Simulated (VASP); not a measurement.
Input of a VASP 6.6.1 run:

POSCAR

```
As
1.0
    2.7036817444      0.0000000000      0.0000000000
    0.0000000000      2.7036817444      0.0000000000
    0.0000000000      0.0000000000      2.7036817444
As
1
Direct
    0.5000000000      0.5000000000      0.5000000000
```

INCAR.step1

```
SYSTEM = As
ALGO     = Normal         ! electronic algorithm
EDIFF    = 1E-4           ! SCF threshold, eV
ENCUT    = 520            ! plane-wave cutoff, eV
GGA      = PE             ! functional
GGA_COMPAT= .FALSE.      
ISMEAR   = -1             ! smearing method
LASPH    = .TRUE.         ! aspherical terms in the spheres
LCHARG   = .FALSE.        ! write CHGCAR
LNONCOLLINEAR= .TRUE.         ! non-collinear magnetism
LREAL    = .FALSE.        ! projectors in reciprocal space
LSORBIT  = .TRUE.         ! spin-orbit coupling
LWAVE    = .TRUE.         ! write WAVECAR
MAGMOM   = 0 0 0          ! initial moments
NBANDS   = 16             ! bands
NELM     = 150            ! most SCF steps
PREC     = Accurate       ! precision mode
SIGMA    = 0.05           ! smearing width, eV
```

The input INCAR.step2:

```
SYSTEM = As
ALGO     = Normal         ! electronic algorithm
EDIFF    = 1E-6           ! SCF threshold, eV
ENCUT    = 520            ! plane-wave cutoff, eV
GGA_COMPAT= .FALSE.      
ISIF     = 2              ! what is computed and relaxed
ISMEAR   = -1             ! smearing method
ISTART   = 1            
LASPH    = .TRUE.         ! aspherical terms in the spheres
LCHARG   = .FALSE.        ! write CHGCAR
LMIXTAU  = .TRUE.       
LNONCOLLINEAR= .TRUE.         ! non-collinear magnetism
LORBIT   = 11             ! projections on sites
LORBMOM  = .TRUE.       
LREAL    = .FALSE.        ! projectors in reciprocal space
LSORBIT  = .TRUE.         ! spin-orbit coupling
LWAVE    = .FALSE.        ! write WAVECAR
MAGMOM   = 0 0 0          ! initial moments
METAGGA  = R2SCAN         ! meta-GGA
NBANDS   = 16             ! bands
NELM     = 150            ! most SCF steps
PREC     = Accurate       ! precision mode
SIGMA    = 0.05           ! smearing width, eV
```

File KPOINTS:

```
k-points
0
G
  7 7 7
  0 0 0
```

Potentials or basis: VASP PAW PBE potentials, release 64 (As).

Command:

```sh
$ cat potpaw_PBE.64/As/POTCAR > POTCAR
$ cp INCAR.step1 INCAR
$ mpirun -np 1 vasp_ncl > vasp.out
$ cp INCAR.step2 INCAR
$ mpirun -np 1 vasp_ncl > vasp.out
```

(1) Predict the net moment.

(2) Estimate the pressure.

## Answers

(1) 0.00 μB per cell.

(2) 0.5 GPa.

Caveat: the PAW data sets were made with another functional, which shifts forces and pressure a little.
